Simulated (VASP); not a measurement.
# TlCl (Pm-3m) in VASP: density of states with PBEsol

Aim: the density of states of TlCl with PBEsol.

All numbers are computed with VASP 6.6.1; they aren't measurements. Logs are shortened: lines on timing, memory, paths and dates and some standing lists are left out, and cuts for length are marked.

### 1 The cell of the first run

It takes space group Pm-3m (No. 221, cubic). Conventional cell: a = 3.812 Å, b = 3.812 Å, c = 3.812 Å, α = 90.00°, β = 90.00°, γ = 90.00°. Within 4.3 Å of Tl (site symmetry m-3m) lie 8 Cl at 3.30 Å and 6 Tl at 3.81 Å. Cl (site symmetry m-3m) has 8 Tl at 3.30 Å and 6 Cl at 3.81 Å within 4.3 Å.

### 2 Density of states, PBEsol

POSCAR

```
TlCl
1.0
    3.8117120000      0.0000000000      0.0000000000
    0.0000000000      3.8117120000      0.0000000000
    0.0000000000      0.0000000000      3.8117120000
Tl Cl
1 1
Direct
    0.0000000000      0.0000000000      0.0000000000
    0.5000000000      0.5000000000      0.5000000000
```

INCAR.step1

```
ALGO = Normal ; EDIFF = 1E-6
ENCUT = 400 ; GGA = PS
GGA_COMPAT = F ; ISIF = 2
ISMEAR = -1 ; LASPH = T
LCHARG = T ; LORBIT = 11
LREAL = F ; LWAVE = F
NBANDS = 17 ; NEDOS = 2001
NELM = 120 ; PREC = Accurate
SIGMA = 0.0637
```

KPOINTS.step1

```
k-points
0
Gamma
  7 7 7
```

INCAR.step2

```
ALGO = Normal ; EDIFF = 1E-6
ENCUT = 400 ; GGA = PS
GGA_COMPAT = F ; ICHARG = 11
ISIF = 2 ; ISMEAR = -5
LASPH = T ; LCHARG = F
LORBIT = 11 ; LREAL = F
LWAVE = F ; NBANDS = 17
NEDOS = 1001 ; NELM = 120
PREC = Accurate ; SIGMA = 0.0637
```

KPOINTS.step2

```
k-points
0
Gamma
  11 11 11
```

Potentials or basis: VASP PAW PBE potentials, release 64 (Tl_d, Cl).

Command:

```sh
$ cat potpaw_PBE.64/Tl_d/POTCAR potpaw_PBE.64/Cl/POTCAR > POTCAR
$ cp INCAR.step1 INCAR
$ cp KPOINTS.step1 KPOINTS
$ mpirun -np 1 vasp_std > vasp.out
$ cp INCAR.step2 INCAR
$ cp KPOINTS.step2 KPOINTS
$ mpirun -np 1 vasp_std > vasp.out
```

OUTCAR:

```text
EDIFF = 1E-6
   ENCUT = 400
   GGA = PS
   ICHARG = 11
   ISIF = 2
   ISMEAR = -5
   LASPH = T
   LORBIT = 11
   LREAL = F
   NELM = 120
   PREC = Accurate

 ion  position               nearest neighbor table
   1  0.000  0.000  0.000-   2 3.30   2 3.30   2 3.30   2 3.30   2 3.30   2 3.30   2 3.30   2 3.30

   2  0.500  0.500  0.500-   1 3.30   1 3.30   1 3.30   1 3.30   1 3.30   1 3.30   1 3.30   1 3.30

  LATTYP: Found a simple cubic cell.
 ALAT       =     3.8117120000

  Lattice vectors:

 A1 = (   3.8117120000,   0.0000000000,   0.0000000000)
 A2 = (   0.0000000000,   3.8117120000,   0.0000000000)
 A3 = (   0.0000000000,   0.0000000000,   3.8117120000)

Analysis of symmetry for initial positions (statically):
=====================================================================
 Subroutine PRICEL returns:
 Original cell was already a primitive cell.

 Routine SETGRP: Setting up the symmetry group for a
 simple cubic supercell.

 Subroutine GETGRP returns: Found 48 space group operations
 (whereof 48 operations were pure point group operations)
 out of a pool of 48 trial point group operations.

The static configuration has the point symmetry O_h .

Analysis of symmetry for dynamics (positions and initial velocities):
=====================================================================
 Subroutine PRICEL returns:
 Original cell was already a primitive cell.

 Routine SETGRP: Setting up the symmetry group for a
 simple cubic supercell.

 Subroutine GETGRP returns: Found 48 space group operations
 (whereof 48 operations were pure point group operations)
 out of a pool of 48 trial point group operations.

The dynamic configuration has the point symmetry O_h .

 Subroutine INISYM returns: Found 48 space group operations
 (whereof 48 operations are pure point group operations),
 and found     1 'primitive' translations

----------------------------------------------------------------------------------------

                                     Primitive cell

  volume of cell :      55.3809

  direct lattice vectors                    reciprocal lattice vectors
     3.811712000  0.000000000  0.000000000     0.262349307  0.000000000  0.000000000
     0.000000000  3.811712000  0.000000000     0.000000000  0.262349307  0.000000000
     0.000000000  0.000000000  3.811712000     0.000000000  0.000000000  0.262349307

  length of vectors
     3.811712000  3.811712000  3.811712000     0.262349307  0.262349307  0.262349307

  position of ions in fractional coordinates (direct lattice)
     0.000000000  0.000000000  0.000000000
     0.500000000  0.500000000  0.500000000

  ion indices of the primitive-cell ions
   primitive index   ion index
                 1           1
                 2           2

----------------------------------------------------------------------------------------

 KPOINTS: k-points

Automatic generation of k-mesh.
 Grid dimensions read from file:
 generate k-points for:   11   11   11

 Generating k-lattice:

  Cartesian coordinates                     Fractional coordinates (reciprocal lattice)
     0.023849937  0.000000000  0.000000000     0.090909091  0.000000000  0.000000000
     0.000000000  0.023849937  0.000000000     0.000000000  0.090909091  0.000000000
     0.000000000  0.000000000  0.023849937     0.000000000  0.000000000  0.090909091

  Length of vectors
     0.023849937  0.023849937  0.023849937

  Shift w.r.t. Gamma in fractional coordinates (k-lattice)
     0.000000000  0.000000000  0.000000000

 TETIRR: Found    651 inequivalent tetrahedra from     7986

 Subroutine IBZKPT returns following result:
 ===========================================

 Found     56 irreducible k-points:

 Following reciprocal coordinates:
            Coordinates               Weight
  0.000000  0.000000  0.000000      1.000000
  0.090909  0.000000  0.000000      6.000000
  0.181818  0.000000  0.000000      6.000000
  0.272727  0.000000  0.000000      6.000000
  0.363636  0.000000  0.000000      6.000000
  0.454545  0.000000  0.000000      6.000000
[... 16 lines left out ...]
  0.181818  0.090909  0.090909     24.000000
  0.272727  0.090909  0.090909     24.000000
 [... further k-points ...]
   k-points           NKPTS =     56   k-points in BZ     NKDIM =     56   number of bands    NBANDS=     17
   number of dos      NEDOS =   1001   number of ions     NIONS =      2
   total plane-waves  NPLWV =  21952
   dimension x,y,z NGX =    28 NGY =   28 NGZ =   28
   dimension x,y,z NGXF=    56 NGYF=   56 NGZF=   56
   ions per type =               1   1
   NGX,Y,Z   is equivalent  to a cutoff of  12.21, 12.21, 12.21 a.u.
   NGXF,Y,Z  is equivalent  to a cutoff of  24.42, 24.42, 24.42 a.u.
 SYSTEM =  unknown system
   PREC   = accura    normal or accurate (medium, high low for compatibility)
   ISTART =      0    job   : 0-new  1-cont  2-samecut
   ICHARG =     11    charge: 1-file 2-atom 10-const
   ISPIN  =      1    spin polarized calculation?
   LNONCOLLINEAR =      F non collinear calculations
   LSORBIT =      F    spin-orbit coupling
   LASPH  =      T    aspherical Exc in radial PAW
   ENCUT  =  400.0 eV  29.40 Ry    5.42 a.u.   6.22  6.22  6.22*2*pi/ulx,y,z
   NELM   =    120;   NELMIN=  2; NELMDL=  0     # of ELM steps
   EDIFF  = 0.1E-05   stopping-criterion for ELM
   LREAL  =      F    real-space projection
   EDIFFG = 0.1E-04   stopping-criterion for IOM
   NSW    =      0    number of steps for IOM
   IBRION =     -1    ionic relax: 0-MD 1-quasi-New 2-CG
   NFREE  =      0    steps in history (QN), initial steepest desc. (CG)
   ISIF   =      2    stress and relaxation
   ISYM   =      2    0-nonsym 1-usesym 2-fastsym
   POTIM  = 0.5000    time-step for ionic-motion
   TEBEG  =    0.0;   TEEND  =   0.0 temperature during run
   PSTRESS=    0.0 pullay stress
   NELECT =      20.0000    total number of electrons
   NUPDOWN=      -1.0000    fix difference up-down
   EMIN   =  10.00;   EMAX   =-10.00  energy-range for DOS
   EFERMI =   0.00;   METHOD = LEGACY
   ISMEAR =    -5;   SIGMA  =   0.06  broadening in eV -4-tet -1-fermi 0-gaus
   EFERMI_NEDOS =   21; number of points for ismear=-14 and -15
   IALGO  =     38    algorithm
   IMIX   =      4    mixing-type and parameters
     AMIX     =   0.40;   BMIX     =  1.00
     AMIX_MAG =   1.60;   BMIX_MAG =  1.00
  volume/ion in A,a.u.               =      27.69       186.86
  Fermi-wavevector in a.u.,A,eV,Ry     =   1.165820  2.203080 18.492164  1.359136
  Thomas-Fermi vector in A             =   2.302341
   LORBIT       =     11    0 simple, 1 ext, 2 COOP (PROOUT), +10 PAW based schemes
   GGA     = PS    functional components
   LHFCALC =     F    Hartree Fock is set to
   AEXX    =    0.0000 exact exchange contribution
   IVDW    =     0    specifies the selected vdW correction
   LEPSILON=     F    determine dielectric tensor
   LRPA    =     F    only Hartree local field effects (RPA)
 non-spin polarized calculation
 Fermi weights with tetrahedron method with Bloechl corrections
  energy-cutoff  :      400.00
  volume of cell :       55.38
 maximum number of plane-waves:      1021
 NGX is ok and might be reduce to    28

 number of electron      19.9999997 magnetization

 Free energy of the ion-electron system (eV)
  ---------------------------------------------------
  ext. energy  EPLUGINS =         0.00000000
  ---------------------------------------------------
  free energy    TOTEN  =        -6.46490712 eV

  energy without entropy =       -6.46490712  energy(sigma->0) =       -6.46490712

 E-fermi :   2.7154     XC(G=0):  -9.4544

 val. band max:        2.7149054836   @ k =   0.4545   0.0000   0.0000
 cond. band min:       4.8262080068   @ k =   0.4545   0.0000   0.0000
 fundamental gap:      2.1113025232
 Fermi energy:         2.7153768687

 k-point     1 :       0.0000    0.0000    0.0000
  band No.  band energies     occupation
      1     -11.0793      2.00000
      2      -7.1383      2.00000
      3      -7.1383      2.00000
      4      -6.8797      2.00000
      5      -6.8797      2.00000
      6      -6.8797      2.00000
[... 9 lines left out ...]
     16      15.3326      0.00000
     17      16.9769      0.00000

 k-point     2 :       0.0909    0.0000    0.0000
  band No.  band energies     occupation
      1     -11.0589      2.00000
      2      -7.1370      2.00000
      3      -7.1233      2.00000
      4      -6.8868      2.00000
      5      -6.8868      2.00000
      6      -6.8790      2.00000
[... 9 lines left out ...]
     16      15.8189      0.00000
     17      16.8487      0.00000

 k-point     3 :       0.1818    0.0000    0.0000
  band No.  band energies     occupation
      1     -11.0030      2.00000
      2      -7.1336      2.00000
      3      -7.0837      2.00000
      4      -6.9059      2.00000
      5      -6.9059      2.00000
      6      -6.8772      2.00000
[... 9 lines left out ...]
     16      16.7090      0.00000
     17      16.7748      0.00000

 k-point     4 :       0.2727    0.0000    0.0000
  band No.  band energies     occupation
      1     -10.9273      2.00000
      2      -7.1290      2.00000
      3      -7.0337      2.00000
      4      -6.9307      2.00000
      5      -6.9307      2.00000
      6      -6.8749      2.00000
[... 9 lines left out ...]
     16      15.6077      0.00000
     17      16.9718      0.00000
[... 343 lines left out ...]
      1     -11.0203      2.00000
      2      -7.1136      2.00000
      3      -7.1136      2.00000
      4      -6.8931      2.00000
      5      -6.8921      2.00000
      6      -6.8921      2.00000
[... 9 lines left out ...]
     16      16.1203      0.00000
     17      16.3038      0.00000

 k-point    23 :       0.1818    0.0909    0.0909
  band No.  band energies     occupation
      1     -10.9685      2.00000
      2      -7.1102      2.00000
      3      -7.0728      2.00000
      4      -6.9120      2.00000
      5      -6.9069      2.00000
      6      -6.8903      2.00000
[... 9 lines left out ...]
     16      15.5868      0.00000
     17      16.2160      0.00000

 k-point    24 :       0.2727    0.0909    0.0909
  band No.  band energies     occupation
      1     -10.8986      2.00000
      2      -7.1057      2.00000
      3      -7.0212      2.00000
      4      -6.9377      2.00000
      5      -6.9244      2.00000
      6      -6.8876      2.00000
[... 9 lines left out ...]
     16      15.2574      0.00000
     17      15.9658      0.00000

 [... further k-points ...]

------------------------ aborting loop because EDIFF is reached ----------------------------------------

  FORCE on cell =-STRESS in cart. coord.  units (eV):
  Direction    XX          YY          ZZ          XY          YZ          ZX
  --------------------------------------------------------------------------------------
  -------------------------------------------------------------------------------------
  Total       -0.3439967     -0.3439967     -0.3439967      0.0000000     -0.0000000      0.0000000
  in kB       -9.9518678     -9.9518678     -9.9518678      0.0000000     -0.0000000      0.0000000
  external PRESSURE =      -9.9518678 kB  Pullay stress =       0.0000000 kB

 VOLUME and BASIS-vectors are now :
 -----------------------------------------------------------------------------
  energy-cutoff  :      400.00
  volume of cell :       55.38
      direct lattice vectors                 reciprocal lattice vectors
     3.811712000  0.000000000  0.000000000     0.262349307  0.000000000  0.000000000
     0.000000000  3.811712000  0.000000000     0.000000000  0.262349307  0.000000000
     0.000000000  0.000000000  3.811712000     0.000000000  0.000000000  0.262349307

 POSITION                                       TOTAL-FORCE (eV/Angst)
 -----------------------------------------------------------------------------------
      0.00000      0.00000      0.00000         0.000000      0.000000      0.000000
      1.90586      1.90586      1.90586         0.000000      0.000000      0.000000
 -----------------------------------------------------------------------------------
    total drift:                               -0.000000      0.000000      0.000000

  FREE ENERGIE OF THE ION-ELECTRON SYSTEM (eV)
  ---------------------------------------------------
  free  energy   TOTEN  =        -6.4649071190 eV

  energy  without entropy=       -6.4649071190  energy(sigma->0) =       -6.46490712

 total charge

# of ion       s       p       d       tot
------------------------------------------
    1        1.300   0.127   9.666  11.094
    2        1.594   3.460   0.000   5.054
--------------------------------------------------
tot          2.894   3.587   9.666  16.148
```

It took 41 s on 1 thread of Intel Xeon 8259CL, shared host; peak memory 0.17 GiB.

Results:

| Property | Result |
| --- | --- |
| Valence electrons inside the program's atomic spheres | Tl 11.09; Cl 5.05 |

Caveat: the PAW data sets were made with another functional, which shifts forces and pressure a little; spin-orbit coupling is left out, which moves the levels of the heavy elements.
